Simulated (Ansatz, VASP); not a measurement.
# P: VASP beside Ansatz

```xyz
1
Lattice="2.4437 0.0000 0.0000 0.0000 2.4437 0.0000 0.0000 0.0000 2.4437" Properties=species:S:1:pos:R:3 pbc="T T T"
P     0.0000    0.0000    0.0000
```

Alike in both runs: task single point; functional PBE; k mesh 13 × 13 × 13; occupations fermi-dirac, width 0.1 eV; non-collinear spin, spin-orbit coupling.

|  | VASP | Ansatz |
| --- | --- | --- |
| version | VASP 6.6.1 | Ansatz 0.2.0 |
| potentials or method | VASP PAW PBE potentials, release 64 (P), cutoff 520 eV | plane waves (420 eV) with PAW, fully relativistic with spin-orbit coupling |
| valence electrons in the cell | 5 | 5 |

|  | VASP | Ansatz | Ansatz less VASP |
| --- | --- | --- | --- |
| net moment per atom (μB) | 0.00 | 0.00 | 0.000 |
